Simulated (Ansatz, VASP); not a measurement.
BaTe in VASP and in Ansatz

INCAR

```
SYSTEM = BaTe
PREC = Accurate ; ENCUT = 520
EDIFF = 1E-6 ; ISMEAR = -1
SIGMA = 0.02 ; LREAL = .False.
LASPH = .True. ; NELM = 80
ALGO = Normal ; ISIF = 2
LWAVE = .False. ; LCHARG = .False.
GGA = PE ; NBANDS = 15
```

The input KPOINTS:

```
Automatic mesh
0
Gamma
  6 6 6
  0 0 0
```

Contents of POSCAR:

```
BaTe
1.0
    0.0000000000      3.4794010225      3.4794010225
    3.4794010225      0.0000000000      3.4794010225
    3.4794010225      3.4794010225      0.0000000000
Ba Te
1 1
Direct
    0.0000000000      0.0000000000      0.0000000000
    0.5000000000      0.5000000000      0.5000000000
```

Input for Ansatz:

```yaml
crystal:
  lattice:
    - [0.0, 3.4794010225, 3.4794010225]
    - [3.4794010225, 0.0, 3.4794010225]
    - [3.4794010225, 3.4794010225, 0.0]
  atoms:
    - { symbol: Ba, position: [0.0, 0.0, 0.0] }
    - { symbol: Te, position: [0.5, 0.5, 0.5] }
kpoints:
  mp_grid: { grid: [6, 6, 6] }
  band_path:
    path:
      - [0.0, 0.0, 0.0]
      - [0.5, 0.0, 0.5]
      - [0.625, 0.25, 0.625]
      - [0.375, 0.375, 0.75]
      - [0.5, 0.5, 0.5]
      - [0.5, 0.25, 0.75]
      - [0.0, 0.5, 0.5]
    npoints: 1
hamiltonian:
  xc: pbe
scf:
  occupations: { method: fermi_dirac, width: 0.02 }
  n_extra_bands: 4
output:
  forces: true
  stress: true
  eigenvalues: true
```

Change from the starting cell: hydrostatic strain -1.5%.

Alike in both runs: task single point; functional PBE; k mesh 6 × 6 × 6; occupations fermi-dirac, width 0.02 eV; no spin polarisation.

```csv
,VASP,Ansatz
version,VASP 6.6.1,Ansatz 0.2.0
potentials or method,"VASP PAW PBE potentials, release 64 (Ba_sv, Te)","plane waves, PAW"
plane-wave cutoff (eV),520,420
valence electrons in the cell,16,26
```

Ansatz gave:

```
gap on the k mesh at the Fermi level (eV) : 1.57
pressure (GPa)                            : 1.4
```

**Question.** Estimate VASP's values.

**Answer.** gap on the k mesh at the Fermi level (eV): 1.48; pressure (GPa): 1.8.

With one functional, cell and mesh, what is left measures potentials, basis and numerics. VASP's potentials hold 16 valence electrons a cell and Ansatz's 26, so a difference there can come from the potentials and not from the codes.

Spin-orbit coupling is off throughout.
